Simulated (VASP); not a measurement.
Set up this calculation in VASP 6.6.1, as the native input.

* Task: single point
* Functional: PBE
* Potentials or basis: VASP PAW PBE potentials, release 64 (B, Bi_d)
* Cutoff: 520 eV
* k mesh: 6 × 6 × 6
* Occupations: gaussian, width 0.01 eV
* Spin: no spin polarisation
* Dipole correction: no
* Further INCAR settings: ALGO = Normal; EDIFF = 1e-06; NBANDS = 16

The structure of BiB lies in POSCAR:

```
BiB
1.0
    0.0000000000      2.8141589063      2.8141589063
    2.8141589063      0.0000000000      2.8141589063
    2.8141589063      2.8141589063      0.0000000000
B Bi
1 1
Direct
    0.0000000000      0.0000000000      0.0000000000
    0.2500000000      0.2500000000      0.2500000000
```

This cell differs from its parent crystal: volume changed by +6%.

The input as run:

INCAR

```
SYSTEM = BiB
  PREC = Accurate
  ENCUT = 520
  EDIFF = 1E-6
  ISMEAR = 0
  SIGMA = 0.01
  LREAL = .FALSE.
  LASPH = .TRUE.
  NELM = 60
  ALGO = Normal
  ISIF = 2
  LWAVE = .FALSE.
  LCHARG = .TRUE.
  GGA = PE
  LELF = .TRUE.
  LVHAR = .TRUE.
  NBANDS = 16
```

KPOINTS

```
regular mesh
0
G
  6 6 6
  0 0 0
```

Potentials or basis: VASP PAW PBE potentials, release 64 (B, Bi_d).

Run with:

```bash
$ cat potpaw_PBE.64/B/POTCAR potpaw_PBE.64/Bi_d/POTCAR > POTCAR
$ mpirun -np 1 vasp_std > vasp.out
```

It gave:

```json
{"Pressure": "-3.7 GPa", "Band gap on the k mesh": "zero (filled and empty bands touch)"}
```

Caveat: spin-orbit coupling is left out, which moves the levels of the heavy elements.

Run time: 26 s on 1 thread of AMD EPYC 7R13, with other jobs on the host, peak memory 0.14 GiB.
